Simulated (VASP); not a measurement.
Here is a VASP 6.6.1 calculation.

File INCAR:

```
PREC     = Accurate       # precision mode
ENCUT    = 600            # plane-wave cutoff, eV
EDIFF    = 1E-7           # SCF threshold, eV
ISMEAR   = 0              # smearing method
SIGMA    = 0.1            # smearing width, eV
LREAL    = False          # projectors in reciprocal space
LASPH    = True           # aspherical terms in the spheres
NELM     = 100            # most SCF steps
ALGO     = Normal         # electronic algorithm
ISIF     = 3              # what is computed and relaxed
LWAVE    = False          # write WAVECAR
LCHARG   = False          # write CHGCAR
GGA      = PE             # functional
IBRION   = 2              # ionic algorithm
NSW      = 90             # ionic steps
EDIFFG   = -0.04          # ionic threshold
```

Contents of KPOINTS:

```
Automatic mesh
0
Gamma
  4 4 6
```

POSCAR

```
GaB8
1.0
    2.9751502491     -4.7143122765      0.0000000000
    2.9751502491      4.7143122765      0.0000000000
    0.0000000000      0.0000000000      3.4029477897
Ga B
1 8
Direct
    0.5000000000      0.5000000000      0.0000000000
    0.1409123472      0.1409123472      0.5000000000
    0.8590876528      0.8590876528      0.5000000000
    0.2678103343      0.7321896657      0.5000000000
    0.7321896657      0.2678103343      0.5000000000
    0.0785900572      0.4068342522      0.5000000000
    0.9214099428      0.5931657478      0.5000000000
    0.4068342522      0.0785900572      0.5000000000
    0.5931657478      0.9214099428      0.5000000000
```

Potentials or basis: VASP PAW PBE potentials, release 64 (Ga_d, B).

Command:

```console
$ cat potpaw_PBE.64/Ga_d/POTCAR potpaw_PBE.64/B/POTCAR > POTCAR
$ mpirun -np 1 vasp_std > vasp.out
```

(1) Predict the band gap on the k mesh.

(2) Predict the relaxed cell.

Answers

(1) zero (an odd number of electrons rules out a gap without spin polarisation).

(2) a = 5.588 Å, b = 5.588 Å, c = 3.400 Å, α = 90.00°, β = 90.00°, γ = 115.58°.
